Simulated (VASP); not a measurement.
A run of VASP 6.6.1 is set up as follows.

INCAR

```
SYSTEM = C
PREC = Accurate
ENCUT = 520
EDIFF = 1E-6
ISMEAR = 0
SIGMA = 0.05
LREAL = .False.
LASPH = .True.
NELM = 100
ALGO = Normal
ISIF = 2
LWAVE = .False.
LCHARG = .True.
GGA = PS
LELF = .True.
LVHAR = .True.
NBANDS = 11
```

The input KPOINTS:

```
regular mesh
0
Gamma
  12 12 12
  0 0 0
```

Contents of POSCAR:

```
C
1.0
    0.0000000000      1.6347522448      1.9190569830
    1.6347522448      0.0000000000      1.9190569830
    1.6347522448      1.6347522448      0.0000000000
C
2
Direct
    0.5000000000      0.5000000000      0.5000000000
    0.7500000000      0.7500000000      0.7500000000
```

Potentials or basis: VASP PAW PBE potentials, release 64 (C).

Launch:

```console
$ cat potpaw_PBE.64/C/POTCAR > POTCAR
$ mpirun -np 1 vasp_std > vasp.out
```

Question: What does it give for the band gap on the k mesh?

Answer: 2.11 eV, indirect (least direct gap 4.37 eV).

Question: What does it give for the pressure?

Answer: 49.3 GPa.

Stress tensor (GPa, compression positive):
```
112.52   0.00   0.00
  0.00 112.52   0.00
  0.00   0.00 -77.08
```

Caveat: the cell differs from its parent crystal (strain -0.080 along x and y, +0.080 along z); the PAW data sets were made with another functional, which shifts forces and pressure a little. A k mesh can miss the band edges.
